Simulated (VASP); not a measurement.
# Na4H in VASP: notebook, part 2 of 2

VASP 6.6.1. The steps go on from the part before.

## Step 4: Single point, PBE

File INCAR:

```
PREC = Accurate
ENCUT = 400
EDIFF = 1E-6
ISMEAR = 0
SIGMA = 0.1
LREAL = F
LASPH = T
NELM = 120
ALGO = Normal
ISIF = 2
LWAVE = F
LCHARG = F
LDIPOL = T
IDIPOL = 3
DIPOL = 0.5 0.5 0.283
GGA = PE
NBANDS = 40
GGA_COMPAT = F
NELMDL = -8
```

File KPOINTS:

```
Automatic mesh
0
Gamma
  4 4 1
```

File POSCAR:

```
Na4H
1.0
    7.2665054626      0.0000000000      0.0000000000
   -2.4221684875      6.8509270508      0.0000000000
    0.0000000000      0.0000000000     20.9665384335
Na H
8 2
Direct
    0.2500000000      0.2500000000      0.1907801811
    0.2500000000      0.7500000000      0.1907801811
    0.7500000000      0.2500000000      0.1907801811
    0.7500000000      0.7500000000      0.1907801811
    0.0000000000      0.0000000000      0.3322693660
    0.0000000000      0.5000000000      0.3322693660
    0.5000000000      0.0000000000      0.3322693660
    0.5000000000      0.5000000000      0.3322693660
    0.0637974121      0.3333333333      0.3689945509
    0.2695359212      0.3333333333      0.3689945509
```

Potentials or basis: VASP PAW PBE potentials, release 64 (Na_pv, H).

The run is started by

```sh
$ cat potpaw_PBE.64/Na_pv/POTCAR potpaw_PBE.64/H/POTCAR > POTCAR
$ mpirun -np 1 vasp_std > vasp.out
```

OUTCAR:

```text
PREC = Accurate
   ENCUT = 400
   EDIFF = 1E-6
   ISMEAR = 0
   LREAL = F
   LASPH = T
   NELM = 120
   ISIF = 2
   GGA = PE
   NELMDL = -8

 ion  position               nearest neighbor table
   1  0.250  0.250  0.191-
   2  0.250  0.750  0.191-
   3  0.750  0.250  0.191-
   4  0.750  0.750  0.191-
   5  0.000  0.000  0.332-
   6  0.000  0.500  0.332-   9 1.63
   7  0.500  0.000  0.332-
   8  0.500  0.500  0.332-
   9  0.064  0.333  0.369-   6 1.63
  10  0.270  0.333  0.369-

  LATTYP: Found a base centered orthorhombic cell.
 ALAT       =     8.3906377698
 B/A-ratio  =     1.4142135624
 C/A-ratio  =     2.4988015225

  Lattice vectors:

 A1 = (   7.2665054626,   0.0000000000,   0.0000000000)
 A2 = (  -2.4221684875,   6.8509270508,   0.0000000000)
 A3 = (   0.0000000000,   0.0000000000,  20.9665384335)

Analysis of symmetry for initial positions (statically):
=====================================================================
 Subroutine PRICEL returns:
 Original cell was already a primitive cell.

 Routine SETGRP: Setting up the symmetry group for a
 base centered orthorhombic supercell.

 Subroutine GETGRP returns: Found  1 space group operations
 (whereof  1 operations were pure point group operations)
 out of a pool of  8 trial point group operations.

The static configuration has the point symmetry C_1 .

Analysis of symmetry for dynamics (positions and initial velocities):
=====================================================================
 Subroutine PRICEL returns:
 Original cell was already a primitive cell.

 Routine SETGRP: Setting up the symmetry group for a
 base centered orthorhombic supercell.

 Subroutine GETGRP returns: Found  1 space group operations
 (whereof  1 operations were pure point group operations)
 out of a pool of  8 trial point group operations.

The dynamic configuration has the point symmetry C_1 .

 Subroutine INISYM returns: Found  1 space group operations
 (whereof  1 operations are pure point group operations),
 and found     1 'primitive' translations

----------------------------------------------------------------------------------------

                                     Primitive cell

  volume of cell :    1043.7625

  direct lattice vectors                    reciprocal lattice vectors
     7.266505463  0.000000000  0.000000000     0.137617732  0.048655216  0.000000000
    -2.422168488  6.850927051  0.000000000     0.000000000  0.145965647  0.000000000
     0.000000000  0.000000000 20.966538433     0.000000000  0.000000000  0.047695045

  length of vectors
     7.266505463  7.266505463 20.966538433     0.145965647  0.145965647  0.047695045

  position of ions in fractional coordinates (direct lattice)
     0.250000000  0.250000000  0.190780181
     0.250000000  0.750000000  0.190780181
[... 55 lines left out ...]
  0.250000  0.250000  0.000000      2.000000
  0.500000  0.250000  0.000000      2.000000
  0.250000  0.500000  0.000000      2.000000
 -0.250000  0.250000  0.000000      2.000000
  0.500000  0.500000  0.000000      1.000000
   k-points           NKPTS =     10   k-points in BZ     NKDIM =     10   number of bands    NBANDS=     40
   number of dos      NEDOS =    301   number of ions     NIONS =     10
   total plane-waves  NPLWV = 322560
   dimension x,y,z NGX =    48 NGY =   48 NGZ =  140
   dimension x,y,z NGXF=    96 NGYF=   96 NGZF=  280
   ions per type =               8   2
   NGX,Y,Z   is equivalent  to a cutoff of  10.98, 10.98, 11.10 a.u.
   NGXF,Y,Z  is equivalent  to a cutoff of  21.96, 21.96, 22.20 a.u.
 SYSTEM =  unknown system
   PREC   = accura    normal or accurate (medium, high low for compatibility)
   ISTART =      0    job   : 0-new  1-cont  2-samecut
   ICHARG =      2    charge: 1-file 2-atom 10-const
   ISPIN  =      1    spin polarized calculation?
   LNONCOLLINEAR =      F non collinear calculations
   LSORBIT =      F    spin-orbit coupling
   LASPH  =      T    aspherical Exc in radial PAW
   ENCUT  =  400.0 eV  29.40 Ry    5.42 a.u.  11.85 11.85 34.19*2*pi/ulx,y,z
   NELM   =    120;   NELMIN=  2; NELMDL= -8     # of ELM steps
   EDIFF  = 0.1E-05   stopping-criterion for ELM
   LREAL  =      F    real-space projection
   EDIFFG = 0.1E-04   stopping-criterion for IOM
   NSW    =      0    number of steps for IOM
   IBRION =     -1    ionic relax: 0-MD 1-quasi-New 2-CG
   NFREE  =      0    steps in history (QN), initial steepest desc. (CG)
   ISIF   =      2    stress and relaxation
   ISYM   =      2    0-nonsym 1-usesym 2-fastsym
   POTIM  = 0.5000    time-step for ionic-motion
   TEBEG  =    0.0;   TEEND  =   0.0 temperature during run
   PSTRESS=    0.0 pullay stress
   NELECT =      58.0000    total number of electrons
   NUPDOWN=      -1.0000    fix difference up-down
   EMIN   =  10.00;   EMAX   =-10.00  energy-range for DOS
   EFERMI =   0.00;   METHOD = LEGACY
   ISMEAR =     0;   SIGMA  =   0.10  broadening in eV -4-tet -1-fermi 0-gaus
   EFERMI_NEDOS =   21; number of points for ismear=-14 and -15
   IALGO  =     38    algorithm
   IMIX   =      4    mixing-type and parameters
     AMIX     =   0.40;   BMIX     =  1.00
     AMIX_MAG =   1.60;   BMIX_MAG =  1.00
  volume/ion in A,a.u.               =     104.38       704.37
  Fermi-wavevector in a.u.,A,eV,Ry     =   0.624717  1.180545  5.309971  0.390272
  Thomas-Fermi vector in A             =   1.685372
   LORBIT       =      0    0 simple, 1 ext, 2 COOP (PROOUT), +10 PAW based schemes
   GGA     = PE    functional components
   LHFCALC =     F    Hartree Fock is set to
   AEXX    =    0.0000 exact exchange contribution
   IVDW    =     0    specifies the selected vdW correction
   LEPSILON=     F    determine dielectric tensor
   LRPA    =     F    only Hartree local field effects (RPA)
 non-spin polarized calculation
 Gauss-broadening in eV      SIGMA  =   0.10
  energy-cutoff  :      400.00
  volume of cell :     1043.76
 maximum number of plane-waves:     19038
   NGX = 23   NGY = 23   NGZ = 69

 number of electron      57.9999957 magnetization

 dipolmoment           0.000000      0.000000      0.081401 electrons x Angstroem

 Free energy of the ion-electron system (eV)
  ---------------------------------------------------
  ext. energy  EPLUGINS =         0.00000000
  ---------------------------------------------------
  free energy    TOTEN  =       -13.85495387 eV

  energy without entropy =      -13.83453476  energy(sigma->0) =      -13.84474431

 E-fermi :  -2.0349     XC(G=0):  -2.5535

 val. band max:       -2.0394095258   @ k =   0.2500   0.5000   0.0000
 cond. band min:      -1.9870763596   @ k =   0.5000  -0.0000   0.0000
 fundamental gap:      0.0523331661
 Fermi energy:        -2.0348783852

 k-point     1 :       0.0000    0.0000    0.0000
  band No.  band energies     occupation
      1     -27.2564      2.00000
      2     -27.2487      2.00000
      3     -27.2380      2.00000
      4     -27.2341      2.00000
      5     -27.2293      2.00000
      6     -27.2258      2.00000
[... 419 lines left out ...]
     39       1.3069      0.00000
     40       1.4729      0.00000

------------------------ aborting loop because EDIFF is reached ----------------------------------------

 vacuum level on the upper side and lower side of the slab       (xc-potential included)         0.081        -0.220

  FORCE on cell =-STRESS in cart. coord.  units (eV):
  Direction    XX          YY          ZZ          XY          YZ          ZX
  --------------------------------------------------------------------------------------
  -------------------------------------------------------------------------------------
  Total        0.5377721      0.4310403      0.5412206     -1.0180134     -2.2248636      0.4582609
  in kB        0.8254812      0.6616476      0.8307746     -1.5626525     -3.4151697      0.7034314
  external PRESSURE =       0.7726344 kB  Pullay stress =       0.0000000 kB

 VOLUME and BASIS-vectors are now :
 -----------------------------------------------------------------------------
  energy-cutoff  :      400.00
  volume of cell :     1043.76
      direct lattice vectors                 reciprocal lattice vectors
     7.266505463  0.000000000  0.000000000     0.137617732  0.048655216  0.000000000
    -2.422168488  6.850927051  0.000000000     0.000000000  0.145965647  0.000000000
     0.000000000  0.000000000 20.966538433     0.000000000  0.000000000  0.047695045

 POSITION                                       TOTAL-FORCE (eV/Angst)
 -----------------------------------------------------------------------------------
      1.21108      1.71273      4.00000         0.031001      0.001497     -0.020698
      0.00000      5.13820      4.00000         0.012642      0.028477      0.016179
      4.84434      1.71273      4.00000        -0.010755     -0.015191     -0.039937
      3.63325      5.13820      4.00000        -0.020847      0.003459      0.036305
      0.00000      0.00000      6.96654         0.011139      0.367873      0.137851
     -1.21108      3.42546      6.96654        -1.240944      1.745782     -1.098990
      3.63325      0.00000      6.96654        -0.029134      0.125909      0.023076
      2.42217      3.42546      6.96654         0.605709      0.562147     -0.301869
     -0.34381      2.28364      7.73654         1.426372     -2.061293      1.084598
      1.15119      2.28364      7.73654        -0.785184     -0.758660      0.163485
 -----------------------------------------------------------------------------------
    total drift:                               -0.000064     -0.000037     -0.001900

  FREE ENERGIE OF THE ION-ELECTRON SYSTEM (eV)
  ---------------------------------------------------
  free  energy   TOTEN  =       -13.8549538674 eV

  energy  without entropy=      -13.8345347596  energy(sigma->0) =      -13.84474431

 vacuum level on the upper side and lower side of the slab         1.150         0.806
```

It took 14 min on 1 thread of Oxide Virtual Turin-like, shared host; peak memory 0.71 GiB.

Results:

* Free energy: -13.8550 eV
* Largest force: 2.731 eV/Å
* Band gap on the k mesh: zero (bands 29 and 30 overlap by 0.73 eV)

Forces on the atoms (eV/Å):
```
Na   0.031  0.001 -0.021
Na   0.013  0.028  0.016
Na  -0.011 -0.015 -0.040
Na  -0.021  0.003  0.036
Na   0.011  0.368  0.138
Na  -1.241  1.746 -1.099
Na  -0.029  0.126  0.023
Na   0.606  0.562 -0.302
H    1.426 -2.061  1.085
H   -0.785 -0.759  0.163
```

Levels at points of the mesh, in eV from the Fermi level:
| k point | band 27 | band 28 | band 29 | band 30 | band 31 | band 32 |
| --- | --- | --- | --- | --- | --- | --- |
| (0.00, 0.00, 0.00) | -0.62 | -0.45 | 0.48 | 0.50 | 0.72 | 0.85 |
| (0.50, 0.00, 0.00) | -1.54 | -0.63 | 0.05 | 0.14 | 0.78 | 0.92 |
| (0.00, 0.50, 0.00) | -1.50 | -0.55 | -0.24 | 0.13 | 0.76 | 0.83 |
| (0.50, 0.50, 0.00) | -1.34 | -0.76 | -0.42 | -0.26 | 0.56 | 0.67 |

## Step 5: Single point, PBE

File INCAR:

```
SYSTEM = Na4H
PREC = Accurate
ENCUT = 400
EDIFF = 1E-6
ISMEAR = 0
SIGMA = 0.1
LREAL = .False.
LASPH = .True.
NELM = 120
ALGO = Normal
ISIF = 2
LWAVE = .False.
LCHARG = .False.
LDIPOL = .True.
IDIPOL = 3
DIPOL = 0.5 0.5 0.289
GGA = PE
NBANDS = 40
GGA_COMPAT = .False.
NELMDL = -8
```

File KPOINTS:

```
Automatic mesh
0
Gamma
  4 4 1
  0 0 0
```

Edit POSCAR of step 4 so:

```diff
@@ -16,3 +16,3 @@
     0.5000000000      0.5000000000      0.3322693660
-    0.0637974121      0.3333333333      0.3689945509
-    0.2695359212      0.3333333333      0.3689945509
+    0.0637974121      0.3333333333      0.3995193799
+    0.2695359212      0.3333333333      0.3995193799
```

Potentials or basis: VASP PAW PBE potentials, release 64 (Na_pv, H).

The run is started by

```sh
$ cat potpaw_PBE.64/Na_pv/POTCAR potpaw_PBE.64/H/POTCAR > POTCAR
$ mpirun -np 1 vasp_std > vasp.out
```

OUTCAR:

```text
SYSTEM = Na4H
   PREC = Accurate
   ENCUT = 400
   EDIFF = 1E-6
   ISMEAR = 0
   LREAL = .False.
   LASPH = .True.
   NELM = 120
   ISIF = 2
   GGA = PE
   NELMDL = -8

 ion  position               nearest neighbor table
   1  0.250  0.250  0.191-
   2  0.250  0.750  0.191-
   3  0.750  0.250  0.191-
   4  0.750  0.750  0.191-
   5  0.000  0.000  0.332-
   6  0.000  0.500  0.332-
   7  0.500  0.000  0.332-
   8  0.500  0.500  0.332-
   9  0.064  0.333  0.400-
  10  0.270  0.333  0.400-

  LATTYP: Found a base centered orthorhombic cell.
 ALAT       =     8.3906377698
 B/A-ratio  =     1.4142135624
 C/A-ratio  =     2.4988015225

  Lattice vectors:

 A1 = (   7.2665054626,   0.0000000000,   0.0000000000)
 A2 = (  -2.4221684875,   6.8509270508,   0.0000000000)
 A3 = (   0.0000000000,   0.0000000000,  20.9665384335)

Analysis of symmetry for initial positions (statically):
=====================================================================
 Subroutine PRICEL returns:
 Original cell was already a primitive cell.

 Routine SETGRP: Setting up the symmetry group for a
 base centered orthorhombic supercell.

 Subroutine GETGRP returns: Found  1 space group operations
 (whereof  1 operations were pure point group operations)
 out of a pool of  8 trial point group operations.

The static configuration has the point symmetry C_1 .

Analysis of symmetry for dynamics (positions and initial velocities):
=====================================================================
 Subroutine PRICEL returns:
 Original cell was already a primitive cell.

 Routine SETGRP: Setting up the symmetry group for a
 base centered orthorhombic supercell.

[... 131 lines left out ...]
   LHFCALC =     F    Hartree Fock is set to
   AEXX    =    0.0000 exact exchange contribution
   IVDW    =     0    specifies the selected vdW correction
   LEPSILON=     F    determine dielectric tensor
   LRPA    =     F    only Hartree local field effects (RPA)
 non-spin polarized calculation
 Gauss-broadening in eV      SIGMA  =   0.10
  energy-cutoff  :      400.00
  volume of cell :     1043.76
 maximum number of plane-waves:     19038
   NGX = 23   NGY = 23   NGZ = 69

 number of electron      57.9999956 magnetization

 dipolmoment           0.000000      0.000000      0.196311 electrons x Angstroem

 Free energy of the ion-electron system (eV)
  ---------------------------------------------------
  ext. energy  EPLUGINS =         0.00000000
  ---------------------------------------------------
  free energy    TOTEN  =       -14.17339091 eV

  energy without entropy =      -14.14658079  energy(sigma->0) =      -14.15998585

 E-fermi :  -2.1920     XC(G=0):  -2.5870

 val. band max:       -2.1983002857   @ k =  -0.2500   0.2500   0.0000
 cond. band min:      -2.1795153079   @ k =   0.2500  -0.0000   0.0000
 fundamental gap:      0.0187849778
 Fermi energy:        -2.1919931488

 k-point     1 :       0.0000    0.0000    0.0000
  band No.  band energies     occupation
      1     -27.4062      2.00000
      2     -27.3927      2.00000
      3     -27.3905      2.00000
      4     -27.3843      2.00000
      5     -27.3785      2.00000
      6     -27.3730      2.00000
[... 419 lines left out ...]
     39       1.1593      0.00000
     40       1.3109      0.00000

------------------------ aborting loop because EDIFF is reached ----------------------------------------

 vacuum level on the upper side and lower side of the slab       (xc-potential included)         0.295        -0.391

  FORCE on cell =-STRESS in cart. coord.  units (eV):
  Direction    XX          YY          ZZ          XY          YZ          ZX
  --------------------------------------------------------------------------------------
  -------------------------------------------------------------------------------------
  Total       -1.9669656     -1.9024104     -0.7742187     -0.3078033     -0.8676655      0.0996682
  in kB       -3.0192958     -2.9202035     -1.1884271     -0.4724786     -1.3318681      0.1529909
  external PRESSURE =      -2.3759755 kB  Pullay stress =       0.0000000 kB

 VOLUME and BASIS-vectors are now :
 -----------------------------------------------------------------------------
  energy-cutoff  :      400.00
  volume of cell :     1043.76
      direct lattice vectors                 reciprocal lattice vectors
     7.266505463  0.000000000  0.000000000     0.137617732  0.048655216  0.000000000
    -2.422168488  6.850927051  0.000000000     0.000000000  0.145965647  0.000000000
     0.000000000  0.000000000 20.966538433     0.000000000  0.000000000  0.047695045

 POSITION                                       TOTAL-FORCE (eV/Angst)
 -----------------------------------------------------------------------------------
      1.21108      1.71273      4.00000         0.033756     -0.009860     -0.023107
      0.00000      5.13820      4.00000         0.004601      0.025910      0.029426
      4.84434      1.71273      4.00000        -0.019478     -0.008738     -0.023116
      3.63325      5.13820      4.00000        -0.012369     -0.001065      0.027028
      0.00000      0.00000      6.96654         0.005237      0.299615      0.210056
     -1.21108      3.42546      6.96654        -0.123495      0.180234     -0.153048
      3.63325      0.00000      6.96654        -0.013505      0.114180      0.069072
      2.42217      3.42546      6.96654         0.040748      0.002183      0.084068
     -0.34381      2.28364      8.37654         0.926034     -0.430801      0.064491
      1.15119      2.28364      8.37654        -0.841529     -0.171659     -0.284870
 -----------------------------------------------------------------------------------
    total drift:                               -0.000022     -0.000008     -0.002182

  FREE ENERGIE OF THE ION-ELECTRON SYSTEM (eV)
  ---------------------------------------------------
  free  energy   TOTEN  =       -14.1733909146 eV

  energy  without entropy=      -14.1465807872  energy(sigma->0) =      -14.15998585

 vacuum level on the upper side and lower side of the slab         1.447         0.684
```

OSZICAR:

```text
N       E                     dE             d eps       ncg     rms          rms(c)
DAV:   1     0.329762796396E+03    0.32976E+03   -0.24963E+04  1128   0.863E+02
DAV:   2     0.233157954466E+01   -0.32743E+03   -0.32395E+03   880   0.322E+02
DAV:   3    -0.157073338966E+02   -0.18039E+02   -0.17853E+02   992   0.802E+01
[... 19 lines left out ...]
DAV:  23    -0.141733679973E+02   -0.20515E-04   -0.90533E-07   656   0.258E-03    0.121E-03
DAV:  24    -0.141733814910E+02   -0.13494E-04   -0.46312E-07   648   0.152E-03    0.535E-04
DAV:  25    -0.141733870544E+02   -0.55634E-05   -0.11707E-07   600   0.105E-03    0.374E-04
DAV:  26    -0.141733904921E+02   -0.34377E-05   -0.21048E-07   576   0.872E-04    0.116E-04
DAV:  27    -0.141733909146E+02   -0.42252E-06   -0.18448E-08   520   0.847E-04
   1 F= -.14173391E+02 E0= -.14159986E+02  d E =-.268101E-01
```

stdout:

```text
POSCAR found type information on POSCAR NaH
 POSCAR found :  2 types and      10 ions
 scaLAPACK will be used
 LDA part: xc-table for (Slater+PW92), standard interpolation
 POSCAR, INCAR and KPOINTS ok, starting setup
 FFT: planning ... GRIDC
 FFT: planning ... GRID_SOFT
 FFT: planning ... GRID
 WAVECAR not read
 entering main loop
```

Wall time 11 min (1 thread of Oxide Virtual Turin-like, shared host); peak memory 0.71 GiB.

What came out:

| Quantity | Value |
| --- | --- |
| Free energy | -14.1734 eV |
| Largest force | 1.023 eV/Å |
| Band gap on the k mesh | zero (bands 29 and 30 overlap by 0.73 eV) |

Forces on the atoms (eV/Å):
```
Na   0.034 -0.010 -0.023
Na   0.005  0.026  0.029
Na  -0.019 -0.009 -0.023
Na  -0.012 -0.001  0.027
Na   0.005  0.300  0.210
Na  -0.123  0.180 -0.153
Na  -0.014  0.114  0.069
Na   0.041  0.002  0.084
H    0.926 -0.431  0.064
H   -0.842 -0.172 -0.285
```

## Step 6: Summary

```csv
cell,gap on the mesh (eV),largest force (eV/Å)
"as given, atomic positions A",none,4.00
"as given, atomic positions B",none,4.54
"as given, atomic positions C",none,2.73
"as given, atomic positions D",none,1.02
```

Alike in all rows: task single point; level PBE; potentials or basis VASP PAW PBE potentials, release 64 (Na_pv, H); no spin polarisation; k mesh 4 × 4 × 1; cutoff (eV) 400; smearing gaussian 0.1 eV.

Absolute energies hang on the potentials; compare differences alone.

The gap in the log of VASP goes by the Fermi energy; the results here count the filled bands.